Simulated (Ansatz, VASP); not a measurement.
**Two plane-wave programs on ZnO**

The input POSCAR:

```
ZnO
1.0
    2.6461709590      0.0000000000      0.0000000000
    0.0000000000      2.6461709590      0.0000000000
    0.0000000000      0.0000000000      2.6461709590
Zn O
1 1
Direct
    0.0000000000      0.0000000000      0.0000000000
    0.5000000000      0.5000000000      0.5000000000
```

File INCAR.step1:

```
PREC = Accurate
ENCUT = 910
EDIFF = 1E-5
ISMEAR = -1
SIGMA = 0.02
LREAL = F
LASPH = T
NELM = 120
ALGO = Normal
ISIF = 2
LWAVE = T
LCHARG = F
GGA = PE
NBANDS = 16
GGA_COMPAT = F
```

The input INCAR.step2:

```
PREC = Accurate
ENCUT = 910
EDIFF = 1E-6
ISMEAR = -1
SIGMA = 0.02
LREAL = F
LASPH = T
NELM = 120
ALGO = Normal
ISIF = 2
LWAVE = F
LCHARG = F
GGA = PE
LHFCALC = T
AEXX = 1.0
HFSCREEN = 0.5
PRECFOCK = Normal
ISTART = 1
NBANDS = 16
ALDAC = 1.0
AGGAC = 1.0
GGA_COMPAT = F
```

KPOINTS

```
Automatic mesh
0
Gamma
  4 4 4
```

Input for Ansatz:

```yaml
crystal:
  lattice:
    - [2.646170959, 0.0, 0.0]
    - [0.0, 2.646170959, 0.0]
    - [0.0, 0.0, 2.646170959]
  atoms:
    - { symbol: Zn, position: [0.0, 0.0, 0.0] }
    - { symbol: O, position: [0.5, 0.5, 0.5] }
kpoints:
  mp_grid: { grid: [4, 4, 4] }
hamiltonian:
  xc: { exchange: pbe, correlation: pbe, exx: { coeff: 1.0, omega: 0.5 } }
scf:
  occupations: { method: fermi_dirac, width: 0.02 }
  n_extra_bands: 4
output:
  forces: true
  stress: true
  eigenvalues: true
```

Alike in both runs: task single point; functional PBE-based screened hybrid; k mesh 4 × 4 × 4; occupations fermi-dirac, width 0.02 eV; no spin polarisation.

|  | VASP | Ansatz |
| --- | --- | --- |
| version | VASP 6.6.1 | Ansatz 0.2.0 |
| potentials or method | VASP PAW PBE potentials, release 64 (Zn, O_h) | plane waves |
| plane-wave cutoff (eV) | 910 | 420 |
| valence electrons in the cell | 18 | 18 |

VASP gave:

```
gap on the k mesh at the Fermi level (eV) : 3.50
```

Task: Which values does Ansatz return?

Result: gap on the k mesh at the Fermi level (eV): 3.59.

VASP's potentials were made for PBE, not for PBE-based screened hybrid. The functional is the same, so the differences come from potentials, cutoffs and numerics. Ansatz's warnings: stress exchange threshold loose, stress scf threshold loose.

The k mesh is coarse, so the values compare programs but aren't converged. Noted on VASP's run: the cutoff is short for stress, so the pressure is rough.
